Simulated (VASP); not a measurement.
Wanted: the native input for a VASP 6.6.1 run.

* Task: single point
* Functional: PBE
* Potentials or basis: VASP PAW PBE potentials, release 64 (Re_sv_GW)
* Cutoff: 560 eV
* k mesh: 6 × 6 × 6
* Occupations: gaussian, width 0.1 eV
* Spin: no spin polarisation
* Dipole correction: no
* Further INCAR settings: ALGO = Normal; EDIFF = 1e-06; NBANDS = 30

The structure of Re lies in POSCAR:

```
Re
1.0
    4.3846803942      0.0000000000      0.0000000000
   -2.1923401971      3.7972446088      0.0000000000
    0.0000000000      0.0000000000      2.7360804228
Re
3
Direct
    0.0000000000      0.0000000000      0.0000000000
    0.3333333333      0.6666666667      0.5000000000
    0.6666666667      0.3333333333      0.5000000000
```

This isn't the form of Re at room conditions, which is hcp.

The input as run:

INCAR

```
PREC = Accurate ; ENCUT = 560
EDIFF = 1E-6 ; ISMEAR = 0
SIGMA = 0.1 ; LREAL = False
LASPH = True ; NELM = 120
ALGO = Normal ; ISIF = 2
LWAVE = False ; LCHARG = False
GGA = PE ; NBANDS = 30
GGA_COMPAT = False
```

KPOINTS

```
Automatic mesh
0
Gamma
  6 6 6
```

Potentials or basis: VASP PAW PBE potentials, release 64 (Re_sv_GW).

Launch:

```bash
$ cat potpaw_PBE.64/Re_sv_GW/POTCAR > POTCAR
$ mpirun -np 1 vasp_std > vasp.out
```

It gave:

- Pressure: -1.5 GPa
- Band gap on the k mesh: zero (an odd number of electrons rules out a gap without spin polarisation)

Caveat: the k points lie up to 0.38 Å⁻¹ apart, too coarse for converged energies and pressures of a metal; spin-orbit coupling is left out, which moves the levels of the heavy elements.

Wall time 22 s on 1 thread of Intel(R) Xeon(R) 6975P-C (Granite Rapids) (shared host), peak memory 0.19 GiB.
